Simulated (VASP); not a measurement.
Here is a VASP 6.6.1 calculation.

INCAR

```
PREC = Accurate
ENCUT = 600
EDIFF = 1E-6
ISMEAR = -1
SIGMA = 0.1
LREAL = F
LASPH = T
NELM = 100
ALGO = Normal
ISIF = 3
LWAVE = F
LCHARG = F
IBRION = 2
NSW = 80
EDIFFG = -0.01
```

KPOINTS

```
regular mesh
0
Gamma
  11 11 3
```

File POSCAR:

```
Hf
1.0
    3.1631972627      0.0000000000      0.0000000000
   -1.5815986313      2.7394091867      0.0000000000
    0.0000000000      0.0000000000     10.3310022599
Hf
4
Direct
    0.0000000000      0.0000000000      0.0000000000
    0.0000000000      0.0000000000      0.5000000000
    0.3333333333      0.6666666667      0.2500000000
    0.6666666667      0.3333333333      0.7500000000
```

Potentials or basis: VASP PAW LDA potentials, release 64 (Hf_pv).

The run is started by

```bash
$ cat potpaw_LDA.64/Hf_pv/POTCAR > POTCAR
$ mpirun -np 1 vasp_std > vasp.out
```

(1) What does it give for the space group after relaxing (to 0.05 Å)?

(2) Estimate the band gap on the k mesh.

(3) Predict the relaxed volume.

(4) Predict the relaxed cell.

## Answers

(1) P6_3/mmc (No. 194).

(2) zero (band 20 reaches 6.25 eV, above the bottom of band 21 at 4.72 eV).

(3) 20.91 Å³/atom.

(4) a = 3.112 Å, b = 3.112 Å, c = 9.973 Å, α = 90.00°, β = 90.00°, γ = 120.00°.

Caveat: spin-orbit coupling is left out, which moves the levels of the heavy elements.
